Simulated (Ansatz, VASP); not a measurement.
One calculation of ZrB, two programs

INCAR

```
SYSTEM = ZrB
ALGO     = Normal         ! electronic algorithm
EDIFF    = 1E-7           ! SCF threshold, eV
ENCUT    = 520            ! plane-wave cutoff, eV
ISIF     = 2              ! what is computed and relaxed
ISMEAR   = 0              ! smearing method
LASPH    = .True.         ! aspherical terms in the spheres
LCHARG   = .False.        ! write CHGCAR
LREAL    = .False.        ! projectors in reciprocal space
LWAVE    = .False.        ! write WAVECAR
NBANDS   = 14             ! bands
NELM     = 80             ! most SCF steps
PREC     = Accurate       ! precision mode
SIGMA    = 0.15           ! smearing width, eV
```

File KPOINTS:

```
k-points
0
Gamma
  16 16 16
  0 0 0
```

POSCAR

```
ZrB
1.0
    0.0000000000      2.4153850465      2.4153850465
    2.5844619998      0.0000000000      2.4153850465
    2.5844619998      2.4153850465      0.0000000000
Zr B
1 1
Direct
    0.0000000000      0.0000000000      0.0000000000
    0.5000000000      0.5000000000      0.5000000000
```

Input for Ansatz:

```yaml
crystal:
  lattice:
    - [0.0, 2.4153850465, 2.4153850465]
    - [2.5844619998, 0.0, 2.4153850465]
    - [2.5844619998, 2.4153850465, 0.0]
  atoms:
    - { symbol: Zr, position: [0.0, 0.0, 0.0] }
    - { symbol: B, position: [0.5, 0.5, 0.5] }
basis:
  ecutwfc: 520.0
kpoints:
  mp_grid: { grid: [16, 16, 16] }
hamiltonian:
  xc: lda
scf:
  occupations: { method: gaussian, width: 0.15 }
output:
  forces: true
  stress: true
  eigenvalues: true
```

Change from the starting cell: normal strain along x +0.0700, normal strain along z +0.0000.

Alike in both runs: task single point; functional LDA; k mesh 16 × 16 × 16; occupations gaussian, width 0.15 eV; no spin polarisation.

```csv
,VASP,Ansatz
version,VASP 6.6.1,Ansatz 0.2.0
potentials or method,"VASP PAW LDA potentials, release 64 (Zr_sv, B), cutoff 520 eV","scalar-relativistic, plane waves, PAW"
valence electrons in the cell,15,15
```

```csv
,VASP,Ansatz,Ansatz less VASP
gap on the k mesh at the Fermi level (eV),none,none,-
pressure (GPa),-9.0,-9.3,-0.27
"traceless stress, the component that is largest in VASP (GPa)",-11.14,-11.07,+0.075
```

LDA's correlation is that of Perdew and Zunger in VASP and of Perdew and Wang (1992) in Ansatz. A gap of «none» marks a metal or a gap that the smearing closes.
